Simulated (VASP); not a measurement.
A run of VASP 6.6.1 is set up as follows.

The input INCAR:

```
SYSTEM = Zr
ALGO = Normal
EDIFF = 1E-8
ENCUT = 520
GGA = PS
ISIF = 2
ISMEAR = -1
LASPH = .True.
LCHARG = .False.
LEFG = .True.
LREAL = .False.
LWAVE = .False.
NBANDS = 19
NELM = 100
PREC = Accurate
SIGMA = 0.08
```

KPOINTS

```
k-points
0
Gamma
  13 13 7
  0 0 0
```

The input POSCAR:

```
Zr
1.0
    3.2643182047      0.0000000000      0.0000000000
   -1.6321591023      2.8269824913      0.0000000000
    0.0000000000      0.0000000000      5.1470000000
Zr
2
Direct
    0.3333333333      0.6666666667      0.2500000000
    0.6666666667      0.3333333333      0.7500000000
```

Potentials or basis: VASP PAW PBE potentials, release 64 (Zr_sv).

Command:

```bash
$ cat potpaw_PBE.64/Zr_sv/POTCAR > POTCAR
$ mpirun -np 1 vasp_std > vasp.out
```

Question: What does it give for the band gap on the k mesh?

Answer: Zero (band 12 reaches 9.50 eV, above the bottom of band 13 at 8.41 eV).

Question: What does it give for the pressure?

Answer: -4.9 GPa.

Electric field gradients, principal values (V/Å²):
```tsv
atom	least	middle	greatest (by size)
1 Zr	-22.294	-22.294	44.588
2 Zr	-22.294	-22.294	44.588
```

Caveat: the cell differs from its parent crystal (equal xx and yy strain of +1 %); without QUAD_EFG the Cq values of the log hold for a quadrupole moment of 1 mb, not for the nuclei; the PAW data sets were made with another functional, which shifts forces and pressure a little.
